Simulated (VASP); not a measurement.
A run of VASP 6.6.1 is set up as follows.

Contents of INCAR:

```
  ALGO = Normal
  EDIFF = 1E-7
  EDIFFG = -0.002
  ENCUT = 450
  GGA = PS
  GGA_COMPAT = F
  IBRION = 2
  ISIF = 2
  ISMEAR = 0
  LASPH = T
  LCHARG = F
  LREAL = F
  LWAVE = F
  NELM = 120
  NELMIN = 4
  NSW = 60
  PREC = Accurate
  SIGMA = 0.02
```

The input KPOINTS:

```
k-points
0
Gamma
  10 10 10
```

POSCAR

```
InP
1.0
    0.0000000000      2.9097962392      2.9714458821
    2.9097962392      0.0000000000      2.9714458821
    2.9097962392      2.9097962392      0.0000000000
In P
1 1
Direct
    0.0000000000      0.0000000000      0.0000000000
    0.2500000000      0.2500000000      0.2500000000
```

Potentials or basis: VASP PAW PBE potentials, release 64 (In_d, P).

Run with:

```sh
$ cat potpaw_PBE.64/In_d/POTCAR potpaw_PBE.64/P/POTCAR > POTCAR
$ mpirun -np 1 vasp_std > vasp.out
```

Estimate the band gap on the k mesh.

0.58 eV, direct.

Final structure:
```cif
data_structure
_symmetry_space_group_name_H-M 'P 1'
_symmetry_Int_Tables_number 1
_cell_length_a 4.1589
_cell_length_b 4.1589
_cell_length_c 4.1151
_cell_angle_alpha 60.348
_cell_angle_beta 60.348
_cell_angle_gamma 59.304
_cell_volume 50.32
loop_
_atom_site_label
_atom_site_type_symbol
_atom_site_fract_x
_atom_site_fract_y
_atom_site_fract_z
_atom_site_occupancy
In1 In 0.00000 0.00000 0.00000 1
P1 P 0.25000 0.25000 0.25000 1
```

Caveat: the cell differs from its parent crystal (strained cell); the relaxation stopped at its first step, so nothing moved; spin-orbit coupling is left out, which moves the levels of the heavy elements.
